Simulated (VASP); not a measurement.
Input of a VASP 6.6.1 run:

INCAR

```
SYSTEM = In
ALGO = Fast
EDIFF = 1E-7
ENCUT = 520
GGA = PE
ISIF = 2
ISMEAR = 0
LASPH = .TRUE.
LCHARG = .FALSE.
LREAL = .FALSE.
LWAVE = .FALSE.
NBANDS = 34
NELM = 60
PREC = Accurate
SIGMA = 0.1
```

KPOINTS

```
k-points
0
G
  12 12 12
  0 0 0
```

The input POSCAR:

```
In
1.0
    6.3623886998      0.0000000000      0.0000000000
   -3.1811943499      5.5099902428      0.0000000000
    0.0000000000      0.0000000000      3.1961262720
In
4
Direct
    0.4723662149      0.0000000000      0.0000000000
    0.0000000000      0.4723662149      0.0000000000
    0.5276337851      0.5276337851      0.0000000000
    0.0000000000      0.0000000000      0.5000000000
```

Potentials or basis: VASP PAW PBE potentials, release 64 (In_d).

Launch:

```bash
$ cat potpaw_PBE.64/In_d/POTCAR > POTCAR
$ mpirun -np 1 vasp_std > vasp.out
```

Problem. Predict the pressure.

Solution. 0.0 GPa.

Problem. What does it give for the band gap on the k mesh?

Solution. Zero (bands 26 and 27 overlap by 4.01 eV).

Caveat: spin-orbit coupling is left out, which moves the levels of the heavy elements.
